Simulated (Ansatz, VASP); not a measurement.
## Al2BiBr: VASP beside Ansatz

```
CELL_PARAMETERS angstrom
4.27001 0.00000 0.00000
0.00000 4.27001 0.00000
0.00000 0.00000 6.02981
ATOMIC_POSITIONS crystal
Al 0.50000 0.00000 0.73757
Al 0.00000 0.50000 0.26243
Bi 0.00000 0.00000 0.50000
Br 0.50000 0.50000 0.00000
```

Change from the starting cell: species swapped into the Mg2SeS type (P-4m2, No. 115).

Alike in both runs: task single point; functional PBE; k mesh 4 × 4 × 4; occupations gaussian, width 0.1 eV; no spin polarisation.

|  | VASP | Ansatz |
| --- | --- | --- |
| version | VASP 6.6.1 | Ansatz 0.2.0 |
| potentials or method | VASP PAW PBE potentials, release 64 (Al, Bi_d, Br), cutoff 520 eV | scalar-relativistic, plane waves, PAW |
| valence electrons in the cell | 28 | 28 |

Ansatz gave:

```
gap on the k mesh at the Fermi level (eV)                     : none
pressure (GPa)                                                : 11.0
traceless stress, the component that is largest in VASP (GPa) : -0.64
rms of the force components (eV/Å)                            : 0.385
```

Task: Estimate VASP's values.

Result: gap on the k mesh at the Fermi level (eV): none; pressure (GPa): 10.9; traceless stress, the component that is largest in VASP (GPa): -0.64; rms of the force components (eV/Å): 0.380.

Atom by atom the forces differ by 0.004 eV/Å (rms over components). A gap of «none» marks a metal or a gap that the smearing closes.

The k mesh is coarse, so the values compare programs but aren't converged. Spin-orbit coupling is off throughout.
